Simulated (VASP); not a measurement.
Here is a VASP 6.6.1 calculation.

File INCAR:

```
SYSTEM = Zr3O
PREC = Accurate ; ENCUT = 520
EDIFF = 1E-6 ; ISMEAR = 0
SIGMA = 0.15 ; LREAL = .FALSE.
LASPH = .TRUE. ; NELM = 80
ALGO = Fast ; ISIF = 2
LWAVE = .FALSE. ; LCHARG = .FALSE.
GGA = PS ; NBANDS = 52
```

KPOINTS

```
Automatic mesh
0
G
  12 12 8
  0 0 0
```

File POSCAR:

```
Zr3O
1.0
    5.1367206727      0.0000000000      0.0000000000
   -2.5683603364      4.4485305947      0.0000000000
    0.0000000000      0.0000000000      5.5684077044
Zr O
6 2
Direct
    0.3393912867      0.0000000000      0.0000000000
    0.3393912867      0.3393912867      0.5000000000
    0.0000000000      0.3393912867      0.0000000000
    0.6606087133      0.0000000000      0.5000000000
    0.6606087133      0.6606087133      0.0000000000
    0.0000000000      0.6606087133      0.5000000000
    0.3333333333      0.6666666667      0.2500000000
    0.6666666667      0.3333333333      0.7500000000
```

Potentials or basis: VASP PAW PBE potentials, release 64 (Zr_sv, O).

Command:

```console
$ cat potpaw_PBE.64/Zr_sv/POTCAR potpaw_PBE.64/O/POTCAR > POTCAR
$ mpirun -np 1 vasp_std > vasp.out
```

Q: Estimate the band gap on the k mesh.

A: Zero (bands 42 and 43 overlap by 0.15 eV).

Q: What does it give for the largest force?

A: 0.441 eV/Å.

Q: Predict the pressure.

A: 16.6 GPa.

Stress tensor (GPa, compression positive):
```
22.98  0.00  0.00
 0.00 22.98  0.00
 0.00  0.00  3.79
```

Caveat: the cell differs from its parent crystal (strain -0.080 along x and y, +0.080 along z); the stress differs along the axes, from 4 to 23 GPa; the PAW data sets were made with another functional, which shifts forces and pressure a little.
